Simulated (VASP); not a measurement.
Here is a VASP 6.6.1 calculation.

INCAR

```
SYSTEM = MgO
  PREC = Accurate
  ENCUT = 520
  EDIFF = 1E-6
  ISMEAR = -1
  SIGMA = 0.05
  LREAL = .FALSE.
  LASPH = .TRUE.
  NELM = 60
  ALGO = Normal
  ISIF = 2
  LWAVE = .FALSE.
  LCHARG = .FALSE.
  GGA = PE
  NBANDS = 11
```

File KPOINTS:

```
regular mesh
0
G
  11 11 11
  0 0 0
```

File POSCAR:

```
MgO
1.0
    0.0000000000      2.0686600618      2.0686600618
    2.0686600618      0.0000000000      2.0686600618
    2.0686600618      2.0686600618      0.0000000000
Mg O
1 1
Direct
    0.0000000000      0.0000000000      0.0000000000
    0.5000000000      0.5000000000      0.5000000000
```

Potentials or basis: VASP PAW PBE potentials, release 64 (Mg, O).

Launch:

```bash
$ cat potpaw_PBE.64/Mg/POTCAR potpaw_PBE.64/O/POTCAR > POTCAR
$ mpirun -np 1 vasp_std > vasp.out
```

Task: Predict the pressure.

Result: 14.0 GPa.

Task: Predict the band gap on the k mesh.

Result: 5.27 eV, direct.
